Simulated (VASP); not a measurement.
## Ti: single point with PBEsol+D3(BJ)

Crystal: Ti.

```
Ti
1.0
    -1.57517    1.57517    1.57517
     1.57517   -1.57517    1.57517
     1.57517    1.57517   -1.57517
Ti
1
Direct
  0.00000 0.00000 0.00000
```

```yaml
Program: VASP 6.6.1
Task: single point
Functional: PBEsol
Dispersion: D3(BJ)
Potentials_or_basis: VASP PAW PBE potentials, release 64 (Ti_sv)
Cutoff: 520 eV
k_mesh: 11 × 11 × 11
Occupations: fermi-dirac, width 0.05 eV
Spin: no spin polarisation
```

* Pressure: -0.3 GPa
* Band gap on the k mesh: zero (band 6 reaches 10.19 eV, above the bottom of band 7 at 8.39 eV)
* Dispersion energy per atom: -0.667 eV

Levels at points of the mesh, in eV from the Fermi level:
```tsv
k point	band 2	band 3	band 4	band 5	band 6	band 7	band 8	band 9	band 10	band 11
(0.00, 0.00, 0.00)	-31.88	-31.88	-31.88	-6.14	1.10	1.10	1.10	3.11	3.11	18.20
```

Run time: 7.7 s on 1 thread of Intel(R) Xeon(R) Platinum 8488C (Sapphire Rapids) (shared host), peak memory 0.13 GiB.

Caveat: the PAW data sets were made with another functional, which shifts forces and pressure a little; pairwise dispersion overbinds metals, which lowers pressure and volume.
